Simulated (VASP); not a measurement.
Nb: relaxation of cell and atoms with LDA

Nb:

```
CELL_PARAMETERS angstrom
-1.62660 1.62660 1.62660
1.62660 -1.62660 1.62660
1.62660 1.62660 -1.62660
ATOMIC_POSITIONS crystal
Nb 0.00000 0.00000 0.00000
```

```yaml
Program: VASP 6.6.1
Task: relaxation of cell and atoms
Functional: LDA
Potentials_or_basis: VASP PAW LDA potentials, release 64 (Nb_sv)
Cutoff: 600 eV
k_mesh: 26 × 26 × 26
Occupations: gaussian, width 0.1 eV
Spin: no spin polarisation
Dipole_correction: no
Further_INCAR_settings: ALGO = Fast; EDIFF = 1e-07; IBRION = 2; EDIFFG = -0.002; NSW = 100; ISIF = 3
```

```yaml
Relaxed_volume: 17.13 Å³/atom
Relaxed_cell: a = 2.812 Å, b = 2.812 Å, c = 2.812 Å, α = 109.47°, β = 109.47°, γ = 109.47°
Space_group_after_relaxing_to_0.05_Å: Im-3m (No. 229)
Energy_gained_by_relaxing: 0.3 meV/atom
Ionic_steps: 3
Pressure_after_relaxing: 0.0 GPa
```

Step by step:
```
step  energy change (eV)  largest force (eV/Å)  pressure (GPa)  volume (Å³)
   1              0.0000                0.0000           -1.01        17.21
   2              0.0009                0.0000            2.05        16.95
   3             -0.0003                0.0000            0.00        17.13
```

Final structure:
```cif
data_structure
_symmetry_space_group_name_H-M 'P 1'
_symmetry_Int_Tables_number 1
_cell_length_a 2.8125
_cell_length_b 2.8125
_cell_length_c 2.8125
_cell_angle_alpha 109.471
_cell_angle_beta 109.471
_cell_angle_gamma 109.471
_cell_volume 17.13
loop_
_atom_site_label
_atom_site_type_symbol
_atom_site_fract_x
_atom_site_fract_y
_atom_site_fract_z
_atom_site_occupancy
Nb1 Nb 0.00000 0.00000 0.00000 1
```

Levels at points of the mesh, in eV from the Fermi level:
```
           k point  band 3  band 4  band 5  band 6  band 7  band 8  band 9  band 10
(0.00, 0.00, 0.00)  -29.33  -29.33   -6.00    0.33    0.33    0.33    3.41     3.41
(0.50, 0.00, 0.00)  -29.83  -29.35   -3.94   -1.83    2.62    3.47    4.19     6.83
(0.50, 0.50, 0.50)  -30.42  -30.42   -4.03   -4.03    5.98    5.98    5.98     9.53
```

It took 3.6 min on 1 thread of Intel(R) Xeon(R) 6975P-C (Granite Rapids) (shared host), peak memory 0.24 GiB.
